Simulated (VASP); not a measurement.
# In3B2H3 (P-6m2) in VASP: further runs

Runs on In3B2H3. Level: PBE. Tasks: single point.

Everything below comes from runs of VASP 6.6.1. Logs are shortened: lines on timing, memory, paths and dates and some standing lists are left out, and cuts for length are marked.

## Step 1: The cell of the first run

Symmetry: P-6m2, No. 187, hexagonal system. Conventional cell: a = 4.859 Å, b = 4.859 Å, c = 5.772 Å, α = 90.00°, β = 90.00°, γ = 120.00°. In (site symmetry -6m2) has 3 B at 2.81 Å and 6 In at 3.15 Å and 6 H at 3.18 Å within 3.7 Å. In (site symmetry 3m) has 3 H at 2.06 Å within 2.7 Å. Within 3.2 Å of B (site symmetry -6m2) lie 6 H at 2.43 Å and 2 B at 2.89 Å and 6 In at 3.16 Å. B (site symmetry -6m2) has 9 In at 2.81 to 3.15 Å and 2 B at 2.89 Å within 3.7 Å. Within 2.7 Å of H (site symmetry mm2) lie 2 In at 2.06 Å and 4 H at 2.32 to 2.54 Å and 2 B at 2.43 Å.

## Step 2: Single point, PBE

INCAR reads:

```
SYSTEM = In3B2H3
ALGO = Normal ; EDIFF = 1E-6
ENCUT = 500 ; GGA = PE
GGA_COMPAT = .FALSE. ; ISIF = 2
ISMEAR = 0 ; LASPH = .TRUE.
LCHARG = .FALSE. ; LREAL = .FALSE.
LWAVE = .FALSE. ; NBANDS = 34
NELM = 120 ; PREC = Accurate
SIGMA = 0.15
```

KPOINTS reads:

```
k-points
0
G
  3 3 2
  0 0 0
```

POSCAR reads:

```
In3B2H3
1.0
    4.8592915931      0.0000000000      0.0000000000
   -2.4296457966      4.2082699640      0.0000000000
    0.0000000000      0.0000000000      5.7723200060
In B H
3 2 3
Direct
    0.6666666667      0.3333333333      0.5000000000
    0.3333333333      0.6666666667      0.7498908194
    0.3333333333      0.6666666667      0.2501091806
    0.0000000000      0.0000000000      0.0000000000
    0.0000000000      0.0000000000      0.5000000000
    0.5073098167      0.4926901833      0.0000000000
    0.5073098167      0.0146196334      0.0000000000
    0.9853803666      0.4926901833      0.0000000000
```

Potentials or basis: VASP PAW PBE potentials, release 64 (In_d, B, H).

Run with:

```bash
> cat potpaw_PBE.64/In_d/POTCAR potpaw_PBE.64/B/POTCAR potpaw_PBE.64/H/POTCAR > POTCAR
> mpirun -np 1 vasp_std > vasp.out
```

OUTCAR:

```text
SYSTEM = In3B2H3
   EDIFF = 1E-6
   ENCUT = 500
   GGA = PE
   ISIF = 2
   ISMEAR = 0
   LASPH = .TRUE.
   LREAL = .FALSE.
   NELM = 120
   PREC = Accurate

 ion  position               nearest neighbor table
   1  0.667  0.333  0.500-   5 2.81   5 2.81   5 2.81   3 3.15   2 3.15   3 3.15   2 3.15   2 3.15
                             3 3.15
   2  0.333  0.667  0.750-   8 2.06   7 2.06   6 2.06   3 2.88   3 2.89   1 3.15   1 3.15   1 3.15

   3  0.333  0.667  0.250-   8 2.06   7 2.06   6 2.06   2 2.88   2 2.89   1 3.15   1 3.15   1 3.15

   4  0.000  0.000  0.000-
   5  0.000  0.000  0.500-   1 2.81   1 2.81   1 2.81
   6  0.507  0.493  0.000-   2 2.06   3 2.06
   7  0.507  0.015  0.000-   2 2.06   3 2.06
   8  0.985  0.493  0.000-   2 2.06   3 2.06

  LATTYP: Found a hexagonal cell.
 ALAT       =     4.8592915931
 C/A-ratio  =     1.1878933164

  Lattice vectors:

 A1 = (   4.8592915931,   0.0000000000,   0.0000000000)
 A2 = (  -2.4296457966,   4.2082699640,   0.0000000000)
 A3 = (   0.0000000000,   0.0000000000,   5.7723200060)

Analysis of symmetry for initial positions (statically):
=====================================================================
 Subroutine PRICEL returns:
 Original cell was already a primitive cell.

 Routine SETGRP: Setting up the symmetry group for a
 hexagonal supercell.

 Subroutine GETGRP returns: Found 12 space group operations
 (whereof 12 operations were pure point group operations)
 out of a pool of 24 trial point group operations.

The static configuration has the point symmetry D_3h.

Analysis of symmetry for dynamics (positions and initial velocities):
=====================================================================
 Subroutine PRICEL returns:
 Original cell was already a primitive cell.

 Routine SETGRP: Setting up the symmetry group for a
 hexagonal supercell.

 Subroutine GETGRP returns: Found 12 space group operations
 (whereof 12 operations were pure point group operations)
 out of a pool of 24 trial point group operations.

The dynamic configuration has the point symmetry D_3h.

 Subroutine INISYM returns: Found 12 space group operations
 (whereof 12 operations are pure point group operations),
 and found     1 'primitive' translations

----------------------------------------------------------------------------------------

                                     Primitive cell

  volume of cell :     118.0394

  direct lattice vectors                    reciprocal lattice vectors
     4.859291593  0.000000000  0.000000000     0.205791314  0.118813670  0.000000000
    -2.429645797  4.208269964  0.000000000     0.000000000  0.237627341  0.000000000
     0.000000000  0.000000000  5.772320006     0.000000000  0.000000000  0.173240569

  length of vectors
     4.859291593  4.859291593  5.772320006     0.237627341  0.237627341  0.173240569

  position of ions in fractional coordinates (direct lattice)
     0.666666667  0.333333333  0.500000000
     0.333333333  0.666666667  0.749890819
     0.333333333  0.666666667  0.250109181
     0.000000000  0.000000000  0.000000000
     0.000000000  0.000000000  0.500000000
     0.507309817  0.492690183  0.000000000
     0.507309817  0.014619633  0.000000000
     0.985380367  0.492690183  0.000000000

  ion indices of the primitive-cell ions
   primitive index   ion index
                 1           1
                 2           2
                 3           3
                 4           4
                 5           5
                 6           6
                 7           7
                 8           8

----------------------------------------------------------------------------------------

 KPOINTS: k-points

Automatic generation of k-mesh.
 Grid dimensions read from file:
 generate k-points for:    3    3    2

 Generating k-lattice:

  Cartesian coordinates                     Fractional coordinates (reciprocal lattice)
     0.068597105  0.039604557  0.000000000     0.333333333 -0.000000000  0.000000000
     0.000000000  0.079209114  0.000000000     0.000000000  0.333333333  0.000000000
     0.000000000  0.000000000  0.086620284     0.000000000  0.000000000  0.500000000

  Length of vectors
     0.079209114  0.079209114  0.086620284

  Shift w.r.t. Gamma in fractional coordinates (k-lattice)
     0.000000000  0.000000000  0.000000000

 Subroutine IBZKPT returns following result:
 ===========================================

 Found      6 irreducible k-points:

 Following reciprocal coordinates:
            Coordinates               Weight
  0.000000  0.000000  0.000000      1.000000
  0.333333  0.000000  0.000000      6.000000
  0.333333  0.333333  0.000000      2.000000
  0.000000  0.000000  0.500000      1.000000
  0.333333  0.000000  0.500000      6.000000
  0.333333  0.333333  0.500000      2.000000
   k-points           NKPTS =      6   k-points in BZ     NKDIM =      6   number of bands    NBANDS=     34
   number of dos      NEDOS =    301   number of ions     NIONS =      8
   total plane-waves  NPLWV =  54432
   dimension x,y,z NGX =    36 NGY =   36 NGZ =   42
   dimension x,y,z NGXF=    72 NGYF=   72 NGZF=   84
   ions per type =               3   2   3
   NGX,Y,Z   is equivalent  to a cutoff of  12.32, 12.32, 12.10 a.u.
   NGXF,Y,Z  is equivalent  to a cutoff of  24.63, 24.63, 24.19 a.u.
 SYSTEM =  In3B2H3
   PREC   = accura    normal or accurate (medium, high low for compatibility)
   ISTART =      0    job   : 0-new  1-cont  2-samecut
   ICHARG =      2    charge: 1-file 2-atom 10-const
   ISPIN  =      1    spin polarized calculation?
   LNONCOLLINEAR =      F non collinear calculations
   LSORBIT =      F    spin-orbit coupling
   LASPH  =      T    aspherical Exc in radial PAW
   ENCUT  =  500.0 eV  36.75 Ry    6.06 a.u.   8.86  8.86 10.52*2*pi/ulx,y,z
   NELM   =    120;   NELMIN=  2; NELMDL= -5     # of ELM steps
   EDIFF  = 0.1E-05   stopping-criterion for ELM
   LREAL  =      F    real-space projection
   EDIFFG = 0.1E-04   stopping-criterion for IOM
   NSW    =      0    number of steps for IOM
   IBRION =     -1    ionic relax: 0-MD 1-quasi-New 2-CG
   NFREE  =      0    steps in history (QN), initial steepest desc. (CG)
   ISIF   =      2    stress and relaxation
   ISYM   =      2    0-nonsym 1-usesym 2-fastsym
   POTIM  = 0.5000    time-step for ionic-motion
   TEBEG  =    0.0;   TEEND  =   0.0 temperature during run
   PSTRESS=    0.0 pullay stress
   NELECT =      48.0000    total number of electrons
   NUPDOWN=      -1.0000    fix difference up-down
   EMIN   =  10.00;   EMAX   =-10.00  energy-range for DOS
   EFERMI =   0.00;   METHOD = LEGACY
   ISMEAR =     0;   SIGMA  =   0.15  broadening in eV -4-tet -1-fermi 0-gaus
   EFERMI_NEDOS =   21; number of points for ismear=-14 and -15
   IALGO  =     38    algorithm
   IMIX   =      4    mixing-type and parameters
     AMIX     =   0.40;   BMIX     =  1.00
     AMIX_MAG =   1.60;   BMIX_MAG =  1.00
  volume/ion in A,a.u.               =      14.75        99.57
  Fermi-wavevector in a.u.,A,eV,Ry     =   1.212866  2.291985 20.014777  1.471045
  Thomas-Fermi vector in A             =   2.348337
   LORBIT       =      0    0 simple, 1 ext, 2 COOP (PROOUT), +10 PAW based schemes
   GGA     = PE    functional components
   LHFCALC =     F    Hartree Fock is set to
   AEXX    =    0.0000 exact exchange contribution
   IVDW    =     0    specifies the selected vdW correction
   LEPSILON=     F    determine dielectric tensor
   LRPA    =     F    only Hartree local field effects (RPA)
 non-spin polarized calculation
 Gauss-broadening in eV      SIGMA  =   0.15
  energy-cutoff  :      500.00
  volume of cell :      118.04
 maximum number of plane-waves:      3015
 NGX is ok and might be reduce to    36
   NGX = 17   NGY = 17   NGZ = 21

 number of electron      48.0000004 magnetization

 Free energy of the ion-electron system (eV)
  ---------------------------------------------------
  ext. energy  EPLUGINS =         0.00000000
  ---------------------------------------------------
  free energy    TOTEN  =       -21.45484957 eV

  energy without entropy =      -21.43195873  energy(sigma->0) =      -21.44340415

 E-fermi :   5.2176     XC(G=0):  -9.9742

 val. band max:        5.2046353160   @ k =   0.0000   0.0000   0.5000
 cond. band min:       5.7491365675   @ k =   0.3333   0.0000   0.5000
 fundamental gap:      0.5445012515
 Fermi energy:         5.2175871771

 k-point     1 :       0.0000    0.0000    0.0000
  band No.  band energies     occupation
      1      -9.6996      2.00000
      2      -9.4764      2.00000
      3      -9.4764      2.00000
      4      -9.2462      2.00000
      5      -9.2462      2.00000
      6      -9.1676      2.00000
[... 26 lines left out ...]
     33       9.4306      0.00000
     34       9.4957      0.00000

 k-point     2 :       0.3333    0.0000    0.0000
  band No.  band energies     occupation
      1      -9.6941      2.00000
      2      -9.4708      2.00000
      3      -9.4520      2.00000
      4      -9.2091      2.00000
      5      -9.2067      2.00000
      6      -9.1968      2.00000
[... 26 lines left out ...]
     33      10.2268      0.00000
     34      12.5465      0.00000

 k-point     3 :       0.3333    0.3333    0.0000
  band No.  band energies     occupation
      1      -9.6910      2.00000
      2      -9.4628      2.00000
      3      -9.4385      2.00000
      4      -9.2710      2.00000
      5      -9.1692      2.00000
      6      -9.1588      2.00000
[... 26 lines left out ...]
     33      11.6743      0.00000
     34      12.1389      0.00000

 k-point     4 :       0.0000    0.0000    0.5000
  band No.  band energies     occupation
      1      -9.2797      2.00000
      2      -9.2797      2.00000
      3      -9.2768      2.00000
      4      -9.2768      2.00000
      5      -9.2400      2.00000
      6      -9.2310      2.00000
[... 26 lines left out ...]
     33      10.8207      0.00000
     34      12.8344      0.00000

 k-point     5 :       0.3333    0.0000    0.5000
  band No.  band energies     occupation
      1      -9.2754      2.00000
      2      -9.2577      2.00000
      3      -9.2563      2.00000
      4      -9.2533      2.00000
      5      -9.2334      2.00000
      6      -9.2078      2.00000
[... 26 lines left out ...]
     33      11.1158      0.00000
     34      11.6723      0.00000

 k-point     6 :       0.3333    0.3333    0.5000
  band No.  band energies     occupation
      1      -9.2717      2.00000
      2      -9.2677      2.00000
      3      -9.2573      2.00000
      4      -9.2354      2.00000
      5      -9.2291      2.00000
      6      -9.1908      2.00000
[... 26 lines left out ...]
     33      10.4879      0.00000
     34      12.0787      0.00000

------------------------ aborting loop because EDIFF is reached ----------------------------------------

  FORCE on cell =-STRESS in cart. coord.  units (eV):
  Direction    XX          YY          ZZ          XY          YZ          ZX
  --------------------------------------------------------------------------------------
  -------------------------------------------------------------------------------------
  Total       -0.3764244     -0.3764244     -0.1862884      0.0000000      0.0000000      0.0000000
  in kB       -5.1092999     -5.1092999     -2.5285373      0.0000000      0.0000000      0.0000000
  external PRESSURE =      -4.2490457 kB  Pullay stress =       0.0000000 kB

 VOLUME and BASIS-vectors are now :
 -----------------------------------------------------------------------------
  energy-cutoff  :      500.00
  volume of cell :      118.04
      direct lattice vectors                 reciprocal lattice vectors
     4.859291593  0.000000000  0.000000000     0.205791314  0.118813670  0.000000000
    -2.429645797  4.208269964  0.000000000     0.000000000  0.237627341  0.000000000
     0.000000000  0.000000000  5.772320006     0.000000000  0.000000000  0.173240569

 POSITION                                       TOTAL-FORCE (eV/Angst)
 -----------------------------------------------------------------------------------
      2.42965      1.40276      2.88616         0.000000     -0.000000      0.000000
     -0.00000      2.80551      4.32861         0.000000     -0.000000      0.054310
     -0.00000      2.80551      1.44371         0.000000     -0.000000     -0.054310
      0.00000      0.00000      0.00000         0.000000     -0.000000      0.000000
      0.00000      0.00000      2.88616         0.000000     -0.000000      0.000000
      1.26810      2.07337      0.00000        -0.014221      0.008210      0.000000
      2.42965      0.06152      0.00000         0.000000     -0.016421     -0.000000
      3.59119      2.07337      0.00000         0.014221      0.008210      0.000000
 -----------------------------------------------------------------------------------
    total drift:                                0.000000     -0.000000     -0.000000

  FREE ENERGIE OF THE ION-ELECTRON SYSTEM (eV)
  ---------------------------------------------------
  free  energy   TOTEN  =       -21.4548495727 eV

  energy  without entropy=      -21.4319587270  energy(sigma->0) =      -21.44340415
```

Run time: 40 s. Hardware: 1 thread of Intel Xeon 8259CL, shared host; peak memory 0.23 GiB.

What came out:

* Free energy: -21.4548 eV
* Pressure: -0.4 GPa
* Largest force: 0.054 eV/Å
* Band gap on the k mesh: zero (band 24 reaches 6.67 eV, above the bottom of band 25 at 4.82 eV)

Forces on the atoms (eV/Å):
```
In   0.000  0.000  0.000
In   0.000  0.000  0.054
In   0.000  0.000 -0.054
B    0.000  0.000  0.000
B    0.000  0.000  0.000
H   -0.014  0.008  0.000
H    0.000 -0.016  0.000
H    0.014  0.008  0.000
```

Levels at points of the mesh, in eV from the Fermi level:
| k point | band 21 | band 22 | band 23 | band 24 | band 25 | band 26 | band 27 | band 28 | band 29 | band 30 |
| --- | --- | --- | --- | --- | --- | --- | --- | --- | --- | --- |
| (0.00, 0.00, 0.00) | -2.63 | -0.86 | -0.86 | -0.82 | -0.03 | 0.87 | 0.87 | 1.26 | 2.65 | 2.65 |
| (0.00, 0.00, 0.50) | -2.18 | -0.31 | -0.31 | -0.30 | -0.29 | -0.01 | -0.01 | 0.78 | 0.78 | 1.10 |

Caveat: the k points lie up to 0.54 Å⁻¹ apart; spin-orbit coupling is left out, which moves the levels of the heavy elements.

## Step 3: Single point, PBE

This run uses another cell than the first one, of 15.92 Å³/atom, 1.079 times its volume.

INCAR reads:

```
PREC = Accurate
ENCUT = 500
EDIFF = 1E-6
ISMEAR = 0
SIGMA = 0.15
LREAL = F
LASPH = T
NELM = 120
ALGO = Normal
ISIF = 2
LWAVE = F
LCHARG = F
GGA = PE
NBANDS = 34
GGA_COMPAT = F
```

KPOINTS reads:

```
Automatic mesh
0
Gamma
  3 3 3
```

POSCAR reads:

```
In3B2H3
1.0
    6.9230102548      0.0000000000      0.0000000000
   -3.4615051274      5.9955027513      0.0000000000
    0.0000000000      0.0000000000      3.0679731803
In B H
3 2 3
Direct
    0.1647069846      0.8352930154      0.5000000000
    0.1647069846      0.3294139692      0.5000000000
    0.6705860308      0.8352930154      0.5000000000
    0.3333333333      0.6666666667      0.0000000000
    0.0000000000      0.0000000000      0.0000000000
    0.8133429379      0.1866570621      0.5000000000
    0.8133429379      0.6266858757      0.5000000000
    0.3733141243      0.1866570621      0.5000000000
```

Potentials or basis: VASP PAW PBE potentials, release 64 (In_d, B, H).

Run with:

```bash
> cat potpaw_PBE.64/In_d/POTCAR potpaw_PBE.64/B/POTCAR potpaw_PBE.64/H/POTCAR > POTCAR
> mpirun -np 1 vasp_std > vasp.out
```

Run time: 49 s. Hardware: 1 thread of Intel Xeon 8259CL, shared host; peak memory 0.24 GiB.

It converged, with:

| Item | Value |
| --- | --- |
| Free energy | -23.5554 eV |
| Pressure | -0.5 GPa |
| Largest force | 0.022 eV/Å |
| Band gap on the k mesh | 0.25 eV, indirect (least direct gap 0.68 eV) |

Forces on the atoms (eV/Å):
```
In   0.019 -0.011  0.000
In   0.000  0.022  0.000
In  -0.019 -0.011  0.000
B    0.000  0.000  0.000
B    0.000  0.000  0.000
H    0.002 -0.001  0.000
H    0.000  0.003  0.000
H   -0.002 -0.001  0.000
```

Stress tensor (GPa, compression positive):
```
-0.41  0.00  0.00
 0.00 -0.41  0.00
 0.00  0.00 -0.57
```

Levels at points of the mesh, in eV from the valence-band top:
```csv
k point,band 21,band 22,band 23,band 24,band 25,band 26,band 27,band 28
"(0.00, 0.00, 0.00)",-4.30,-2.27,0.00,0.00,1.69,3.27,3.77,4.24
```

Caveat: the k points lie up to 0.68 Å⁻¹ apart; spin-orbit coupling is left out, which moves the levels of the heavy elements.
